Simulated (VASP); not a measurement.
A run of VASP 6.6.1:

Contents of INCAR:

```
PREC = Accurate
ENCUT = 520
EDIFF = 1E-6
ISMEAR = 0
SIGMA = 0.1
LREAL = False
LASPH = True
NELM = 150
ALGO = Normal
ISIF = 2
LWAVE = False
LCHARG = False
ISPIN = 2
MAGMOM = 0.75 0.75 0.75 0
LORBIT = 11
LMAXMIX = 4
GGA = PE
NBANDS = 30
```

KPOINTS

```
Automatic mesh
0
Gamma
  12 12 12
```

POSCAR

```
Ni3Cl
1.0
    3.6823191927      0.0000000000      0.0000000000
    0.0000000000      3.6823191927      0.0000000000
    0.0000000000      0.0000000000      3.6823191927
Ni Cl
3 1
Direct
    0.0000000000      0.5000000000      0.5000000000
    0.5000000000      0.0000000000      0.5000000000
    0.5000000000      0.5000000000      0.0000000000
    0.0000000000      0.0000000000      0.0000000000
```

Potentials or basis: VASP PAW PBE potentials, release 64 (Ni, Cl).

Command:

```console
$ cat potpaw_PBE.64/Ni/POTCAR potpaw_PBE.64/Cl/POTCAR > POTCAR
$ mpirun -np 1 vasp_std > vasp.out
```

Hardware: 1 thread of Oxide Virtual Turin-like Processor, on a shared host.

Q: Estimate the wall time of this run.

A: Run time: 8.2 min on 1 thread of Oxide Virtual Turin-like Processor, on a shared host, peak memory 0.26 GiB. Counts: scf iterations 15, k points 84.
